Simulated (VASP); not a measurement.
Set up this calculation in VASP 6.6.1, as the native input.

* Task: single point
* Functional: PBEsol
* Potentials or basis: VASP PAW PBE potentials, release 64 (Ta_pv)
* Cutoff: 520 eV
* k mesh: 20 × 20 × 20
* Occupations: gaussian, width 0.15 eV
* Spin: no spin polarisation
* Dipole correction: no
* Further INCAR settings: ALGO = Fast; EDIFF = 1e-06; NBANDS = 12

The structure of Ta lies in POSCAR:

```
Ta
1.0
   -1.6512800000      1.6512800000      1.8679279360
    1.6512800000     -1.6512800000      1.8679279360
    1.6512800000      1.6512800000     -1.8679279360
Ta
1
Direct
    0.0000000000      0.0000000000      0.0000000000
```

This cell differs from its parent crystal: strain +0.1312 x Voigt [0, 0, 1, 0, 0, 0].

One way to write it, as run:

INCAR

```
PREC = Accurate ; ENCUT = 520
EDIFF = 1E-6 ; ISMEAR = 0
SIGMA = 0.15 ; LREAL = F
LASPH = T ; NELM = 60
ALGO = Fast ; ISIF = 2
LWAVE = F ; LCHARG = T
GGA = PS ; LELF = T
LVHAR = T ; NBANDS = 12
```

KPOINTS

```
regular mesh
0
Gamma
  20 20 20
```

Potentials or basis: VASP PAW PBE potentials, release 64 (Ta_pv).

Launch:

```console
$ cat potpaw_PBE.64/Ta_pv/POTCAR > POTCAR
$ mpirun -np 1 vasp_std > vasp.out
```

It gave:

The pressure is -21.6 GPa and the band gap on the k mesh is zero (an odd number of electrons rules out a gap without spin polarisation).

Caveat: the cell differs from its parent crystal (strain +0.1312 x Voigt [0, 0, 1, 0, 0, 0]); the cell stands under tension; the PAW data sets were made with another functional, which shifts forces and pressure a little; spin-orbit coupling is left out, which moves the levels of the heavy elements.

Run time: 42 s on 1 thread of Intel(R) Xeon(R) 6975P-C (Granite Rapids) (shared host), peak memory 0.26 GiB.
